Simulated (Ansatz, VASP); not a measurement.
## H in VASP and in Ansatz

```xyz
4
Lattice="2.5841 -2.5284 0.0000 2.5841 2.5284 0.0000 0.0000 0.0000 4.1418" Properties=species:S:1:pos:R:3 pbc="T T T"
H     2.5841   -2.2922    0.2838
H     2.5841    0.2362    1.7872
H     2.5841   -0.2362    2.3547
H     2.5841    2.2922    3.8581
```

Change from the starting cell: strain -0.015 along x and y, +0.000 along z, atoms carried along.

Alike in both runs: task single point; functional PBEsol; k mesh 6 × 6 × 6; occupations gaussian, width 0.05 eV; no spin polarisation.

```csv
,VASP,Ansatz
version,VASP 6.6.1,Ansatz 0.2.0
potentials or method,"VASP PAW PBE potentials, release 64 (H), cutoff 520 eV","scalar-relativistic, plane waves, PAW"
valence electrons in the cell,4,4
```

Ansatz gave:

```
gap on the k mesh at the Fermi level (eV)                     : 9.14
least direct gap on the mesh (eV)                             : 9.79
pressure (GPa)                                                : 1.1
traceless stress, the component that is largest in VASP (GPa) : -1.07
rms of the force components (eV/Å)                            : 0.431
```

Task: What did VASP give for the same quantities?

Result: gap on the k mesh at the Fermi level (eV): 9.14; least direct gap on the mesh (eV): 9.79; pressure (GPa): 0.9; traceless stress, the component that is largest in VASP (GPa): -1.06; rms of the force components (eV/Å): 0.432.

VASP's potentials were made for PBE, not for PBEsol. Atom by atom the forces differ by 0.001 eV/Å (rms over components). With one functional, cell and mesh, what is left measures potentials, basis and numerics.
